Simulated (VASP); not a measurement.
# ZrN (Fm-3m) in VASP: elastic constants with PBEsol

Aim: the elastic constants of ZrN with PBEsol.

Everything below comes from runs of VASP 6.6.1. Logs are shortened: lines on timing, memory, paths and dates and some standing lists are left out, and cuts for length are marked.

### 1 The cell of the first run

It takes space group Fm-3m (No. 225, cubic). Conventional cell: a = 4.552 Å, b = 4.552 Å, c = 4.552 Å, α = 90.00°, β = 90.00°, γ = 90.00°. Zr (site symmetry m-3m) has 6 N at 2.28 Å within 3.0 Å. N (site symmetry m-3m) has 6 Zr at 2.28 Å within 3.0 Å.

### 2 Elastic constants, PBEsol

The input, INCAR:

```
SYSTEM = ZrN
PREC = Accurate ; ENCUT = 600
EDIFF = 1E-8 ; ISMEAR = -1
SIGMA = 0.05 ; LREAL = .False.
LASPH = .True. ; NELM = 120
ALGO = Normal ; ISIF = 3
LWAVE = .False. ; LCHARG = .False.
GGA = PS ; IBRION = 6
NFREE = 2 ; POTIM = 0.015
NSW = 1 ; GGA_COMPAT = .False.
```

The input, KPOINTS:

```
Automatic mesh
0
Gamma
  16 16 16
  0 0 0
```

The input, POSCAR:

```
ZrN
1.0
    0.0000000000      2.2761040370      2.2761040370
    2.2761040370      0.0000000000      2.2761040370
    2.2761040370      2.2761040370      0.0000000000
Zr N
1 1
Direct
    0.5000000000      0.5000000000      0.5000000000
    0.0000000000      0.0000000000      0.0000000000
```

Potentials or basis: VASP PAW PBE potentials, release 64 (Zr_sv, N).

Command:

```bash
> cat potpaw_PBE.64/Zr_sv/POTCAR potpaw_PBE.64/N/POTCAR > POTCAR
> mpirun -np 1 vasp_std > vasp.out
```

OUTCAR:

```text
SYSTEM = ZrN
   PREC = Accurate
   ENCUT = 600
   EDIFF = 1E-8
   ISMEAR = -1
   LREAL = .False.
   LASPH = .True.
   NELM = 120
   ISIF = 3
   GGA = PS
   IBRION = 6
   NFREE = 2
   POTIM = 0.015
   NSW = 1

 ion  position               nearest neighbor table
   1  0.500  0.500  0.500-   2 2.28   2 2.28   2 2.28   2 2.28   2 2.28   2 2.28
   2  0.000  0.000  0.000-   1 2.28   1 2.28   1 2.28   1 2.28   1 2.28   1 2.28

  LATTYP: Found a face centered cubic cell.
 ALAT       =     4.5522080740

  Lattice vectors:

 A1 = (   0.0000000000,   2.2761040370,   2.2761040370)
 A2 = (   2.2761040370,   0.0000000000,   2.2761040370)
 A3 = (   2.2761040370,   2.2761040370,   0.0000000000)

Analysis of symmetry for initial positions (statically):
=====================================================================
 Subroutine PRICEL returns:
 Original cell was already a primitive cell.

 Routine SETGRP: Setting up the symmetry group for a
 face centered cubic supercell.

 Subroutine GETGRP returns: Found 48 space group operations
 (whereof 48 operations were pure point group operations)
 out of a pool of 48 trial point group operations.

The static configuration has the point symmetry O_h .

Analysis of symmetry for dynamics (positions and initial velocities):
=====================================================================
 Subroutine PRICEL returns:
 Original cell was already a primitive cell.

 Routine SETGRP: Setting up the symmetry group for a
 face centered cubic supercell.

 Subroutine GETGRP returns: Found 48 space group operations
 (whereof 48 operations were pure point group operations)
 out of a pool of 48 trial point group operations.

The dynamic configuration has the point symmetry O_h .

 Subroutine INISYM returns: Found 48 space group operations
 (whereof 48 operations are pure point group operations),
 and found     1 'primitive' translations

----------------------------------------------------------------------------------------

                                     Primitive cell

  volume of cell :      23.5834

  direct lattice vectors                    reciprocal lattice vectors
     0.000000000  2.276104037  2.276104037    -0.219673614  0.219673614  0.219673614
     2.276104037  0.000000000  2.276104037     0.219673614 -0.219673614  0.219673614
     2.276104037  2.276104037  0.000000000     0.219673614  0.219673614 -0.219673614

  length of vectors
     3.218897198  3.218897198  3.218897198     0.380485861  0.380485861  0.380485861

  position of ions in fractional coordinates (direct lattice)
     0.500000000  0.500000000  0.500000000
     0.000000000  0.000000000  0.000000000

  ion indices of the primitive-cell ions
   primitive index   ion index
                 1           1
                 2           2

----------------------------------------------------------------------------------------

 KPOINTS: Automatic mesh

Automatic generation of k-mesh.
 Grid dimensions read from file:
 generate k-points for:   16   16   16

 Generating k-lattice:

  Cartesian coordinates                     Fractional coordinates (reciprocal lattice)
    -0.013729601  0.013729601  0.013729601     0.062500000  0.000000000  0.000000000
     0.013729601 -0.013729601  0.013729601     0.000000000  0.062500000  0.000000000
     0.013729601  0.013729601 -0.013729601     0.000000000  0.000000000  0.062500000

  Length of vectors
     0.023780366  0.023780366  0.023780366
[... 110 lines left out ...]
  -------------------------------------------------------------------------------------
  Total        0.0412752      0.0412752      0.0412752     -0.0000000      0.0000000     -0.0000000
  in kB        2.8040968      2.8040968      2.8040968     -0.0000000      0.0000000     -0.0000000
  external PRESSURE =       2.8040968 kB  Pullay stress =       0.0000000 kB
[... 89 lines left out ...]
  FREE ENERGIE OF THE ION-ELECTRON SYSTEM (eV)
  ---------------------------------------------------
  free  energy   TOTEN  =       -21.5464827193 eV

  energy  without entropy=      -21.5410964012  energy(sigma->0) =      -21.54378956

[... ionic steps 4 to 14 ...]

--------------------------------------- Ionic step       15  -------------------------------------------

 number of electron      17.0000000 magnetization

------------------------ aborting loop because EDIFF is reached ----------------------------------------
[... 67 lines left out ...]
--------------------------------------- Ionic step       17  -------------------------------------------

 number of electron      17.0000000 magnetization

 Free energy of the ion-electron system (eV)
  ---------------------------------------------------
  ext. energy  EPLUGINS =         0.00000000
  ---------------------------------------------------
  free energy    TOTEN  =       -21.55609105 eV

  energy without entropy =      -21.55050490  energy(sigma->0) =      -21.55329797

 E-fermi :  12.0890     XC(G=0): -12.7924

 val. band max:       12.0783214248   @ k =   0.1875   0.0625   0.4375
 cond. band min:      12.0899506424   @ k =   0.0000  -0.1250   0.0625
 fundamental gap:      0.0116292176
 Fermi energy:        12.0890164832

 k-point     1 :       0.0000    0.0000    0.0000
  band No.  band energies     occupation
      1     -37.2941      2.00000
      2     -14.9209      2.00000
      3     -14.9205      2.00000
      4     -14.9205      2.00000
      5      -4.1977      2.00000
      6       9.4320      2.00000
      7       9.4320      2.00000
      8       9.4325      2.00000
      9      11.6690      1.99955
     10      11.6734      1.99951
     11      11.6734      1.99951
     12      13.7184      0.00000
[... 331 lines left out ...]
 k-point    24 :      -0.0625    0.0625    0.0000
  band No.  band energies     occupation
      1     -37.2786      2.00000
      2     -15.0517      2.00000
      3     -14.9512      2.00000
      4     -14.9219      2.00000
      5      -3.9763      2.00000
      6       8.5140      2.00000
      7       8.7471      2.00000
      8       9.0864      2.00000
      9      11.8117      1.99222
     10      11.8807      1.96948
     11      12.2627      0.06012
     12      14.0752      0.00000

 [... further k-points ...]

------------------------ aborting loop because EDIFF is reached ----------------------------------------

  FORCE on cell =-STRESS in cart. coord.  units (eV):
  Direction    XX          YY          ZZ          XY          YZ          ZX
  --------------------------------------------------------------------------------------
  -------------------------------------------------------------------------------------
  Total        0.0527508      0.0418611      0.0418611      0.0000000      0.0000000      0.0000000
  in kB        3.5837108      2.8439024      2.8439024      0.0000000      0.0000000      0.0000000
  external PRESSURE =       3.0905052 kB  Pullay stress =       0.0000000 kB
[... 17 lines left out ...]
  FREE ENERGIE OF THE ION-ELECTRON SYSTEM (eV)
  ---------------------------------------------------
  free  energy   TOTEN  =       -21.5560910493 eV

  energy  without entropy=      -21.5505048979  energy(sigma->0) =      -21.55329797

 INTERNAL STRAIN TENSORS FROM STRAINED CELLS
 ============================================

 INTERNAL STRAIN TENSOR FOR ION    1 for displacements in x,y,z  (eV/Angst):
          X           Y           Z          XY          YZ          ZX
  --------------------------------------------------------------------------------
  x     0.00000     0.00000     0.00000     0.00000     0.00000     0.00000
  y     0.00000    -0.00000    -0.00000    -0.00000     0.00000     0.00000
  z     0.00000     0.00000     0.00000     0.00000     0.00000    -0.00000

 INTERNAL STRAIN TENSORS FROM DISPLACED ATOMS
 ============================================

 INTERNAL STRAIN TENSOR FOR ION    1 for displacements in x,y,z  (eV/Angst):
          X           Y           Z          XY          YZ          ZX
  --------------------------------------------------------------------------------
  x     0.00000     0.00000     0.00000     0.00000     0.00000     0.00000
  y     0.00000     0.00000     0.00000     0.00000     0.00000     0.00000
  z     0.00000     0.00000     0.00000     0.00000     0.00000     0.00000

 INTERNAL STRAIN TENSOR FOR ION    2 for displacements in x,y,z  (eV/Angst):
          X           Y           Z          XY          YZ          ZX
  --------------------------------------------------------------------------------
  x     0.00000     0.00000     0.00000     0.00000     0.00000     0.00000
  y     0.00000     0.00000     0.00000     0.00000     0.00000     0.00000
  z     0.00000     0.00000     0.00000     0.00000     0.00000     0.00000

 Eigenvectors and eigenvalues of the dynamical matrix
 ----------------------------------------------------

   1 f  =   14.993024 THz    94.203950 2PiTHz  500.113458 cm-1    62.006138 meV
             X         Y         Z           dx          dy          dz
      2.276104  2.276104  2.276104     0.311013   -0.190673    0.000000
      0.000000  0.000000  0.000000    -0.793784    0.486644    0.000000
[... 21 lines left out ...]
   6 f/i=    0.000606 THz     0.003808 2PiTHz    0.020219 cm-1     0.002507 meV
             X         Y         Z           dx          dy          dz
      2.276104  2.276104  2.276104     0.921331    0.127676   -0.041992
      0.000000  0.000000  0.000000     0.360988    0.050025   -0.016453

--------------------------------------------------------------------------------------------------------

 ELASTIC MODULI CONTR FROM IONIC RELAXATION (kBar)
 Direction    XX          YY          ZZ          XY          YZ          ZX
 --------------------------------------------------------------------------------
 XX           0.0000      0.0000      0.0000      0.0000      0.0000      0.0000
 YY           0.0000      0.0000      0.0000      0.0000      0.0000      0.0000
 ZZ           0.0000      0.0000      0.0000      0.0000      0.0000      0.0000
 XY           0.0000      0.0000      0.0000      0.0000      0.0000      0.0000
 YZ           0.0000      0.0000      0.0000      0.0000      0.0000      0.0000
 ZX           0.0000      0.0000      0.0000      0.0000      0.0000      0.0000
 --------------------------------------------------------------------------------

 TOTAL ELASTIC MODULI (kBar)
 Direction    XX          YY          ZZ          XY          YZ          ZX
 --------------------------------------------------------------------------------
 XX        5871.1553   1120.6568   1120.6568     -0.0000      0.0000      0.0000
 YY        1120.6568   5871.1553   1120.6568     -0.0000     -0.0000      0.0000
 ZZ        1120.6568   1120.6568   5871.1553      0.0000     -0.0000     -0.0000
 XY          -0.0000     -0.0000      0.0000   1228.9116      0.0000      0.0000
 YZ           0.0000     -0.0000     -0.0000      0.0000   1228.9116      0.0000
 ZX           0.0000      0.0000     -0.0000      0.0000      0.0000   1228.9116
 --------------------------------------------------------------------------------
```

Wall time 26 min (1 thread of Intel Xeon 6975P-C (Granite Rapids), shared host); peak memory 0.77 GiB.

What came out:

* Elastic constants C11, C12, C44: 587, 112, 123 GPa
* Voigt bulk modulus: 270 GPa
* Highest phonon frequency at Γ: 500 cm⁻¹

Phonon frequencies in cm⁻¹ (negative: imaginary):
```
              q point        frequencies
(0.000, 0.000, 0.000)  0 0 0 500 500 500
```

Elastic tensor in Voigt notation (GPa, in the Cartesian axes of the cell as first typed):
```
587 112 112   0   0   0
112 587 112   0   0   0
112 112 587   0   0   0
  0   0   0 123   0   0
  0   0   0   0 123   0
  0   0   0   0   0 123
```

Clamped-ion elastic tensor (GPa):
```
587 112 112   0   0   0
112 587 112   0   0   0
112 112 587   0   0   0
  0   0   0 123   0   0
  0   0   0   0 123   0
  0   0   0   0   0 123
```

Caveat: the PAW data sets were made with another functional, which shifts forces and pressure a little.
